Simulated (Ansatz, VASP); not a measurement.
## One calculation of Si3C, two programs

The input INCAR:

```
PREC = Accurate ; ENCUT = 600
EDIFF = 1E-6 ; ISMEAR = 0
SIGMA = 0.1 ; LREAL = F
LASPH = T ; NELM = 60
ALGO = Normal ; ISIF = 3
LWAVE = F ; LCHARG = F
GGA = PE ; IBRION = 2
NSW = 100 ; EDIFFG = -0.01
```

Contents of KPOINTS:

```
Automatic mesh
0
Gamma
  18 18 8
```

File POSCAR:

```
Si3C
1.0
    2.6511745176      0.0000000000      0.0000000000
    0.0000000000      2.6511745176      0.0000000000
    0.0000000000      0.0000000000      7.1068134999
Si C
3 1
Direct
    0.5000000000      0.5000000000      0.1681905921
    0.0000000000      0.0000000000      0.5000000000
    0.5000000000      0.5000000000      0.8318094079
    0.0000000000      0.0000000000      0.0000000000
```

Input for Ansatz:

```yaml
crystal:
  lattice:
    - [2.6511745176, 0.0, 0.0]
    - [0.0, 2.6511745176, 0.0]
    - [0.0, 0.0, 7.1068134999]
  atoms:
    - { symbol: Si, position: [0.5, 0.5, 0.1681905921] }
    - { symbol: Si, position: [0.0, 0.0, 0.5] }
    - { symbol: Si, position: [0.5, 0.5, 0.8318094079] }
    - { symbol: C, position: [0.0, 0.0, 0.0] }
basis:
  ecutwfc: 420
kpoints:
  mp_grid: { grid: [18, 18, 8] }
hamiltonian:
  xc: pbe
scf:
  occupations: { method: gaussian, width: 0.1 }
output:
  forces: true
  stress: true
  eigenvalues: true
relax:
  adjacent_minimum: "off"
  f_tol: 0.01
  max_steps: 80
  cell: { stress_tol: 0.05 }
```

Alike in both runs: task relaxation of cell and atoms; functional PBE; k mesh 18 × 18 × 8; occupations gaussian, width 0.1 eV; no spin polarisation.

|  | VASP | Ansatz |
| --- | --- | --- |
| version | VASP 6.6.1 | Ansatz 0.2.0 |
| potentials or method | VASP PAW PBE potentials, release 64 (Si, C), cutoff 600 eV | scalar-relativistic, plane waves, PAW |
| valence electrons in the cell | 16 | 16 |

```tsv
	VASP	Ansatz	Ansatz less VASP
gap on the k mesh at the Fermi level, each at its own relaxed structure (eV)	none	none	-
relaxed volume (Å³/atom)	11.63	11.63	+0.006
relaxed cell length with the largest relative difference (Å)	2.749	2.751	+0.0010
```

A gap of «none» marks a metal or a gap that the smearing closes.

Noted on VASP's run: too few bands were computed for a metal, which touches its energy and stress.
